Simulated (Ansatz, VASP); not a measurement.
SnSe2 in VASP and in Ansatz

Contents of INCAR:

```
PREC = Accurate
ENCUT = 520
EDIFF = 1E-6
ISMEAR = 0
SIGMA = 0.02
LREAL = F
LASPH = T
NELM = 100
ALGO = Normal
ISIF = 2
LWAVE = F
LCHARG = F
GGA = PE
NBANDS = 20
```

Contents of KPOINTS:

```
Automatic mesh
0
Gamma
  12 12 4
```

Contents of POSCAR:

```
SnSe2
1.0
    4.1039726491     -0.0001525102      0.0000000000
   -2.0521090572      3.3031434414      0.0000000000
    0.0000000000      0.0000000000      6.7758688930
Sn Se
1 2
Direct
    0.0000000000      0.0000000000      0.0000000000
    0.6666466159      0.3331967363      0.7686758343
    0.3333533841      0.6668032637      0.2313241657
```

Input for Ansatz:

```yaml
crystal:
  lattice:
    - [4.1039726491, -0.0001525102, 0.0]
    - [-2.0521090572, 3.3031434414, 0.0]
    - [0.0, 0.0, 6.775868893]
  atoms:
    - { symbol: Sn, position: [0.0, 0.0, 0.0] }
    - { symbol: Se, position: [0.6666466159, 0.3331967363, 0.7686758343] }
    - { symbol: Se, position: [0.3333533841, 0.6668032637, 0.2313241657] }
basis:
  ecutwfc: 420
kpoints:
  mp_grid: { grid: [12, 12, 4] }
  band_path: { path: [VBM, CBM], npoints: 2 }
hamiltonian:
  xc: pbe
scf:
  occupations: { method: gaussian, width: 0.02 }
output:
  forces: true
  stress: true
  eigenvalues: true
checkpoint:
  read: start.run
  write: ck
  compress: false
  write_wavefunctions: false
  write_every: 100000
```

Alike in both runs: task single point; functional PBE; k mesh 12 × 12 × 4; occupations gaussian, width 0.02 eV; no spin polarisation.

|  | VASP | Ansatz |
| --- | --- | --- |
| version | VASP 6.6.1 | Ansatz 0.2.0 |
| potentials or method | VASP PAW PBE potentials, release 64 (Sn_d, Se), cutoff 520 eV | scalar-relativistic, plane waves, PAW |
| valence electrons in the cell | 26 | 46 |

|  | VASP | Ansatz | Ansatz less VASP |
| --- | --- | --- | --- |
| gap on the k mesh at the Fermi level (eV) | 0.47 | 0.47 | +0.003 |
| least direct gap on the mesh (eV) | 0.95 | 0.96 | +0.007 |
| pressure (GPa) | -1.2 | -1.2 | -0.04 |
| traceless stress, the component that is largest in VASP (GPa) | -2.45 | -2.45 | -0.003 |
| rms of the force components (eV/Å) | 0.005 | 0.001 | -0.0036 |

Atom by atom the forces differ by 0.005 eV/Å (rms over components). VASP's potentials hold 26 valence electrons a cell and Ansatz's 46, so a difference there can come from the potentials and not from the codes.
